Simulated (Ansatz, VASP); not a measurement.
# BaTiO3: VASP beside Ansatz

```
Ba Ti O
1.0
     4.01923    0.00000    0.00000
     0.00000    4.01923    0.07536
     0.00000    0.07536    4.01928
Ba Ti O
1 1 3
Direct
  0.00000 0.00000 0.00000
  0.50000 0.50000 0.50000
  0.50000 0.50000 0.00000
  0.50000 0.00000 0.50000
  0.00000 0.50000 0.50000
```

Change from the starting cell: strain +0.0375 x Voigt [0, 0, 0, 1, 0, 0], atoms carried along.

Alike in both runs: task single point; functional PBE; k mesh 8 × 8 × 8; occupations gaussian, width 0.05 eV; no spin polarisation.

|  | VASP | Ansatz |
| --- | --- | --- |
| version | VASP 6.6.1 | Ansatz 0.2.0 |
| potentials or method | VASP PAW PBE potentials, release 64 (Ba_sv, Ti_sv, O), cutoff 520 eV | scalar-relativistic, plane waves, PAW |
| valence electrons in the cell | 40 | 40 |

```csv
,VASP,Ansatz,Ansatz less VASP
gap on the k mesh at the Fermi level (eV),1.62,1.68,+0.061
least direct gap on the mesh (eV),1.69,1.72,+0.027
pressure (GPa),1.8,0.1,-1.72
"traceless stress, the component that is largest in VASP (GPa)",-4.62,-4.49,+0.130
```

Ansatz's warnings: near symmetry operations not taken.

Spin-orbit coupling is off throughout.
